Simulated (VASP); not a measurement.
# Ta4N5 in VASP: single point with PBEsol

Aim: the single point of Ta4N5 with PBEsol.

Everything below comes from runs of VASP 6.6.1. Logs are shortened: lines on timing, memory, paths and dates and some standing lists are left out, and cuts for length are marked.

### Step 1. The cell of the first run

The cell holds a slab with vacuum, 9 atoms: a = 2.904 Å, b = 5.205 Å, c = 23.508 Å, α = 90.00°, β = 90.00°, γ = 90.00°.

### Step 2. Single point, PBEsol

The input, INCAR:

```
SYSTEM = Ta4N5
ALGO = Normal ; DIPOL = 0.5 0.5 0.476
EDIFF = 1E-7 ; ENCUT = 520
GGA = PS ; IDIPOL = 3
ISIF = 2 ; ISMEAR = 0
LASPH = .TRUE. ; LCHARG = .FALSE.
LDIPOL = .TRUE. ; LREAL = .FALSE.
LWAVE = .FALSE. ; NBANDS = 44
NELM = 60 ; PREC = Accurate
SIGMA = 0.1
```

The input, KPOINTS:

```
k-points
0
G
  10 6 1
  0 0 0
```

The input, POSCAR:

```
Ta4N5
1.0
    2.9035873890      0.0000000000      0.0000000000
    0.0000000000      5.2050894135      0.0000000000
    0.0000000000      0.0000000000     23.5077396610
Ta N
4 5
Direct
    0.0000000000      0.5000000000      0.3615830413
    0.5000000000      0.0000000000      0.4255015596
    0.5000000000      0.5091149392      0.4923210469
    0.0000000000     -0.0734883835      0.5557291546
    0.0000000000      0.0000000000      0.3615830413
    0.0000000000      0.3160951560      0.4394011012
    0.0000000000      0.7952782258      0.4739689900
    0.0000000000      0.5102849536      0.5624324076
    1.0000000000      0.6415714873      0.6110930522
```

Potentials or basis: VASP PAW PBE potentials, release 64 (Ta_pv, N).

Run with:

```bash
> cat potpaw_PBE.64/Ta_pv/POTCAR potpaw_PBE.64/N/POTCAR > POTCAR
> mpirun -np 1 vasp_std > vasp.out
```

OUTCAR:

```text
SYSTEM = Ta4N5
   EDIFF = 1E-7
   ENCUT = 520
   GGA = PS
   ISIF = 2
   ISMEAR = 0
   LASPH = .TRUE.
   LREAL = .FALSE.
   NELM = 60
   PREC = Accurate

 ion  position               nearest neighbor table
   1  0.000  0.500  0.362-   6 2.06   5 2.60   5 2.60   2 3.34   2 3.34   2 3.34   2 3.34   3 3.40
                             3 3.40
   2  0.500  0.000  0.426-   5 2.09   5 2.09   7 2.13   7 2.13   6 2.22   6 2.22   3 3.00   3 3.08
                             1 3.34   1 3.34   1 3.34   1 3.34   4 3.41   4 3.41
   3  0.500  0.509  0.492-   7 2.12   7 2.12   6 2.16   6 2.16   8 2.20   8 2.20   2 3.00   4 3.01
                             4 3.01   2 3.08   1 3.40   1 3.40
   4  0.000  0.927  0.556-   9 1.97   7 2.04   8 2.17   3 3.01   3 3.01   2 3.41   2 3.41
   5  0.000  0.000  0.362-   2 2.09   2 2.09   1 2.60   1 2.60
   6  0.000  0.316  0.439-   1 2.06   3 2.16   3 2.16   2 2.22   2 2.22
   7  0.000  0.795  0.474-   4 2.04   3 2.12   3 2.12   2 2.13   2 2.13
   8  0.000  0.510  0.562-   9 1.33   4 2.17   3 2.20   3 2.20
   9  0.000  0.642  0.611-   8 1.33   4 1.97

  LATTYP: Found a simple orthorhombic cell.
 ALAT       =     2.9035873890
 B/A-ratio  =     1.7926408667
 C/A-ratio  =     8.0961019978

  Lattice vectors:

 A1 = (   2.9035873890,   0.0000000000,   0.0000000000)
 A2 = (   0.0000000000,   5.2050894135,   0.0000000000)
 A3 = (   0.0000000000,   0.0000000000,  23.5077396610)

Analysis of symmetry for initial positions (statically):
=====================================================================
 Subroutine PRICEL returns:
 Original cell was already a primitive cell.

 Routine SETGRP: Setting up the symmetry group for a
 simple orthorhombic supercell.

 Subroutine GETGRP returns: Found  2 space group operations
 (whereof  2 operations were pure point group operations)
 out of a pool of  8 trial point group operations.

The static configuration has the point symmetry C_1h.

Analysis of symmetry for dynamics (positions and initial velocities):
=====================================================================
 Subroutine PRICEL returns:
 Original cell was already a primitive cell.

 Routine SETGRP: Setting up the symmetry group for a
 simple orthorhombic supercell.

 Subroutine GETGRP returns: Found  2 space group operations
 (whereof  2 operations were pure point group operations)
 out of a pool of  8 trial point group operations.

The dynamic configuration has the point symmetry C_1h.

 Subroutine INISYM returns: Found  2 space group operations
 (whereof  2 operations are pure point group operations),
 and found     1 'primitive' translations

----------------------------------------------------------------------------------------

                                     Primitive cell

  volume of cell :     355.2826

  direct lattice vectors                    reciprocal lattice vectors
     2.903587389  0.000000000  0.000000000     0.344401551  0.000000000  0.000000000
     0.000000000  5.205089413  0.000000000     0.000000000  0.192119658  0.000000000
     0.000000000  0.000000000 23.507739661     0.000000000  0.000000000  0.042539181

  length of vectors
     2.903587389  5.205089413 23.507739661     0.344401551  0.192119658  0.042539181

  position of ions in fractional coordinates (direct lattice)
     0.000000000  0.500000000  0.361583041
     0.500000000  0.000000000  0.425501560
     0.500000000  0.509114939  0.492321047
     0.000000000  0.926511617  0.555729155
     0.000000000  0.000000000  0.361583041
     0.000000000  0.316095156  0.439401101
     0.000000000  0.795278226  0.473968990
     0.000000000  0.510284954  0.562432408
     0.000000000  0.641571487  0.611093052

  ion indices of the primitive-cell ions
   primitive index   ion index
                 1           1
                 2           2
                 3           3
                 4           4
                 5           5
                 6           6
                 7           7
                 8           8
                 9           9

----------------------------------------------------------------------------------------

 KPOINTS: k-points

Automatic generation of k-mesh.
 Grid dimensions read from file:
 generate k-points for:   10    6    1

 Generating k-lattice:

  Cartesian coordinates                     Fractional coordinates (reciprocal lattice)
     0.034440155  0.000000000  0.000000000     0.100000000  0.000000000  0.000000000
     0.000000000  0.032019943  0.000000000     0.000000000  0.166666667  0.000000000
     0.000000000  0.000000000  0.042539181     0.000000000  0.000000000  1.000000000

  Length of vectors
     0.034440155  0.032019943  0.042539181

  Shift w.r.t. Gamma in fractional coordinates (k-lattice)
     0.000000000  0.000000000  0.000000000

 Subroutine IBZKPT returns following result:
 ===========================================

 Found     24 irreducible k-points:

 Following reciprocal coordinates:
            Coordinates               Weight
  0.000000  0.000000  0.000000      1.000000
  0.100000  0.000000  0.000000      2.000000
  0.200000  0.000000  0.000000      2.000000
  0.300000  0.000000  0.000000      2.000000
  0.400000  0.000000  0.000000      2.000000
  0.500000  0.000000  0.000000      1.000000
[... 16 lines left out ...]
  0.400000  0.500000  0.000000      2.000000
  0.500000  0.500000  0.000000      1.000000
   k-points           NKPTS =     24   k-points in BZ     NKDIM =     24   number of bands    NBANDS=     44
   number of dos      NEDOS =    301   number of ions     NIONS =      9
   total plane-waves  NPLWV = 172800
   dimension x,y,z NGX =    24 NGY =   40 NGZ =  180
   dimension x,y,z NGXF=    48 NGYF=   80 NGZF=  360
   ions per type =               4   5
   NGX,Y,Z   is equivalent  to a cutoff of  13.74, 12.78, 12.73 a.u.
   NGXF,Y,Z  is equivalent  to a cutoff of  27.48, 25.55, 25.46 a.u.
 SYSTEM =  Ta4N5
   PREC   = accura    normal or accurate (medium, high low for compatibility)
   ISTART =      0    job   : 0-new  1-cont  2-samecut
   ICHARG =      2    charge: 1-file 2-atom 10-const
   ISPIN  =      1    spin polarized calculation?
   LNONCOLLINEAR =      F non collinear calculations
   LSORBIT =      F    spin-orbit coupling
   LASPH  =      T    aspherical Exc in radial PAW
   ENCUT  =  520.0 eV  38.22 Ry    6.18 a.u.   5.40  9.68 43.71*2*pi/ulx,y,z
   NELM   =     60;   NELMIN=  2; NELMDL= -5     # of ELM steps
   EDIFF  = 0.1E-06   stopping-criterion for ELM
   LREAL  =      F    real-space projection
   EDIFFG = 0.1E-05   stopping-criterion for IOM
   NSW    =      0    number of steps for IOM
   IBRION =     -1    ionic relax: 0-MD 1-quasi-New 2-CG
   NFREE  =      0    steps in history (QN), initial steepest desc. (CG)
   ISIF   =      2    stress and relaxation
   ISYM   =      2    0-nonsym 1-usesym 2-fastsym
   POTIM  = 0.5000    time-step for ionic-motion
   TEBEG  =    0.0;   TEEND  =   0.0 temperature during run
   PSTRESS=    0.0 pullay stress
   NELECT =      69.0000    total number of electrons
   NUPDOWN=      -1.0000    fix difference up-down
   EMIN   =  10.00;   EMAX   =-10.00  energy-range for DOS
   EFERMI =   0.00;   METHOD = LEGACY
   ISMEAR =     0;   SIGMA  =   0.10  broadening in eV -4-tet -1-fermi 0-gaus
   EFERMI_NEDOS =   21; number of points for ismear=-14 and -15
   IALGO  =     38    algorithm
   IMIX   =      4    mixing-type and parameters
     AMIX     =   0.40;   BMIX     =  1.00
     AMIX_MAG =   1.60;   BMIX_MAG =  1.00
  volume/ion in A,a.u.               =      39.48       266.40
  Fermi-wavevector in a.u.,A,eV,Ry     =   0.948054  1.791563 12.229011  0.898807
  Thomas-Fermi vector in A             =   2.076206
   LORBIT       =      0    0 simple, 1 ext, 2 COOP (PROOUT), +10 PAW based schemes
   GGA     = PS    functional components
   LHFCALC =     F    Hartree Fock is set to
   AEXX    =    0.0000 exact exchange contribution
   IVDW    =     0    specifies the selected vdW correction
   LEPSILON=     F    determine dielectric tensor
   LRPA    =     F    only Hartree local field effects (RPA)
 non-spin polarized calculation
 Gauss-broadening in eV      SIGMA  =   0.10
  energy-cutoff  :      520.00
  volume of cell :      355.28
 maximum number of plane-waves:      9618
 NGX is ok and might be reduce to    24
   NGX = 11   NGY = 19   NGZ = 87

 dipolmoment           0.000000      0.000000     -0.059659 electrons x Angstroem

 number of electron      69.0000001 magnetization

 dipolmoment           0.000000      0.000000      0.098086 electrons x Angstroem

 Free energy of the ion-electron system (eV)
  ---------------------------------------------------
  ext. energy  EPLUGINS =         0.00000000
  ---------------------------------------------------
  free energy    TOTEN  =       -93.66676007 eV

  energy without entropy =      -93.64053273  energy(sigma->0) =      -93.65364640

 E-fermi :  -1.5320     XC(G=0):  -4.4994

 val. band max:       -1.5524839786   @ k =   0.3000   0.5000   0.0000
 cond. band min:      -1.5091126890   @ k =   0.2000   0.1667   0.0000
 fundamental gap:      0.0433712896
 Fermi energy:        -1.5320346384

 k-point     1 :       0.0000    0.0000    0.0000
  band No.  band energies     occupation
      1     -37.1047      2.00000
      2     -37.0132      2.00000
      3     -36.8709      2.00000
      4     -36.8167      2.00000
      5     -36.5837      2.00000
      6     -36.5161      2.00000
[... 36 lines left out ...]
     43       1.4792      0.00000
     44       1.4971      0.00000

 k-point     2 :       0.1000    0.0000    0.0000
  band No.  band energies     occupation
      1     -37.0860      2.00000
      2     -37.0054      2.00000
      3     -36.8605      2.00000
      4     -36.8078      2.00000
      5     -36.6186      2.00000
      6     -36.5686      2.00000
[... 1026 lines left out ...]
 k-point    24 :       0.5000    0.5000    0.0000
  band No.  band energies     occupation
      1     -37.3958      2.00000
      2     -37.0415      2.00000
      3     -36.9193      2.00000
      4     -36.8332      2.00000
      5     -36.8124      2.00000
      6     -36.7373      2.00000
[... 36 lines left out ...]
     43       2.5227      0.00000
     44       2.6841      0.00000

------------------------ aborting loop because EDIFF is reached ----------------------------------------

 vacuum level on the upper side and lower side of the slab       (xc-potential included)         0.495        -0.647

  FORCE on cell =-STRESS in cart. coord.  units (eV):
  Direction    XX          YY          ZZ          XY          YZ          ZX
  --------------------------------------------------------------------------------------
  -------------------------------------------------------------------------------------
  Total       -5.1017108    -16.6627996     -2.8323060      0.0000000      3.0349249      0.0000000
  in kB      -23.0066004    -75.1423173    -12.7725257      0.0000000     13.6862529      0.0000000
  external PRESSURE =     -36.9738145 kB  Pullay stress =       0.0000000 kB

 VOLUME and BASIS-vectors are now :
 -----------------------------------------------------------------------------
  energy-cutoff  :      520.00
  volume of cell :      355.28
      direct lattice vectors                 reciprocal lattice vectors
     2.903587389  0.000000000  0.000000000     0.344401551  0.000000000  0.000000000
     0.000000000  5.205089413  0.000000000     0.000000000  0.192119658  0.000000000
     0.000000000  0.000000000 23.507739661     0.000000000  0.000000000  0.042539181

 POSITION                                       TOTAL-FORCE (eV/Angst)
 -----------------------------------------------------------------------------------
      0.00000      2.60254      8.50000         0.000000     -0.255230      1.663416
      1.45179      0.00000     10.00258         0.000000      2.017863     -2.218385
      1.45179      2.64999     11.57336         0.000000     -0.020236      0.027375
      0.00000      4.82258     13.06394         0.000000      0.144354     -0.005143
      0.00000      0.00000      8.50000         0.000000     -1.756819      0.473898
      0.00000      1.64530     10.32933         0.000000     -0.006928     -0.006052
      0.00000      4.13949     11.14194         0.000000     -0.003333     -0.006948
      0.00000      2.65608     13.22151         0.000000     -0.111136     -0.121788
      0.00000      3.33944     14.36542         0.000000     -0.008534      0.193627
 -----------------------------------------------------------------------------------
    total drift:                                0.000000     -0.000413      0.000343

  FREE ENERGIE OF THE ION-ELECTRON SYSTEM (eV)
  ---------------------------------------------------
  free  energy   TOTEN  =       -93.6667600722 eV

  energy  without entropy=      -93.6405327253  energy(sigma->0) =      -93.65364640

 vacuum level on the upper side and lower side of the slab         3.999         2.826
```

Run time: 13 min. Hardware: 1 thread of Intel Xeon Platinum 8259CL at 2.50GHz (Skylake/Cascade Lake), shared host; peak memory 0.59 GiB.

Results:

```yaml
Free_energy: -93.6668 eV
Largest_force: 2.999 eV/Å
Band_gap_on_the_k_mesh: zero (an odd number of electrons rules out a gap without spin polarisation)
```

Forces on the atoms (eV/Å):
```
Ta   0.000 -0.255  1.663
Ta   0.000  2.018 -2.218
Ta   0.000 -0.020  0.027
Ta   0.000  0.144 -0.005
N    0.000 -1.757  0.474
N    0.000 -0.007 -0.006
N    0.000 -0.003 -0.007
N    0.000 -0.111 -0.122
N    0.000 -0.009  0.194
```

Levels at points of the mesh, in eV from the Fermi level:
| k point | band 30 | band 31 | band 32 | band 33 | band 34 | band 35 | band 36 | band 37 | band 38 | band 39 |
| --- | --- | --- | --- | --- | --- | --- | --- | --- | --- | --- |
| (0.00, 0.00, 0.00) | -2.54 | -1.69 | -1.65 | -0.94 | -0.14 | 0.24 | 0.34 | 0.63 | 1.21 | 1.90 |
| (0.50, 0.00, 0.00) | -2.14 | -1.83 | -1.58 | -1.23 | -0.59 | -0.11 | 1.14 | 1.73 | 1.92 | 2.24 |
| (0.00, 0.50, 0.00) | -2.30 | -1.76 | -1.51 | -1.24 | -0.68 | 0.49 | 0.54 | 1.09 | 1.60 | 2.45 |
| (0.50, 0.50, 0.00) | -2.00 | -1.71 | -1.27 | -0.89 | -0.62 | -0.04 | 0.69 | 1.38 | 1.80 | 2.33 |

Caveat: the PAW data sets were made with another functional, which shifts forces and pressure a little; spin-orbit coupling is left out, which moves the levels of the heavy elements.
